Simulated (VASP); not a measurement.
Runs of VASP 6.6.1 on C. The structure is that of space group Fd-3m (No. 227), or close to it. The cells are those of the table. 

```csv
task,level,cell,cutoff (eV),gap on the mesh (eV),pressure (GPa),relaxed volume (Å³/atom)
single point,RPBE,"a = 2.538 Å, angles 60.0°, 2 atoms",600,4.13,(b),-
single point,PBEsol,"a = 2.513 Å, angles 60.0°, 2 atoms",600,4.06,0.4,-
single point,PBE+D3(BJ),"a = 2.515 Å, angles 60.0°, 2 atoms",600,4.19,0.0,-
relaxation of cell and atoms,RPBE,"relaxed from a = 2.522 Å, angles 60.0°, 2 atoms",600,4.13,0.0,5.77
relaxation of cell and atoms,PBEsol,"relaxed from a = 2.522 Å, angles 60.0°, 2 atoms",600,4.06,0.0,(a)
relaxation of cell and atoms,PBE+D3(BJ),"relaxed from a = 2.522 Å, angles 60.0°, 2 atoms",600,4.19,0.0,5.63
relaxation of cell and atoms,r2SCAN+rVV10,"relaxed from a = 2.522 Å, angles 60.0°, 2 atoms",660,4.35,0.0,5.63
single point,r2SCAN+rVV10,"a = 2.516 Å, angles 60.0°, 2 atoms",660,4.35,0.2,-
```

Alike in all rows: potentials or basis VASP PAW PBE potentials, release 64 (C); no spin polarisation; k mesh 10 × 10 × 10; smearing gaussian 0.01 eV.

Question: Estimate the missing entries.

Answer: (a) 5.62; (b) -0.2.

Caveats: the PAW data sets were made with another functional, which shifts forces and pressure a little (at least some runs).

A k mesh can miss the band edges.
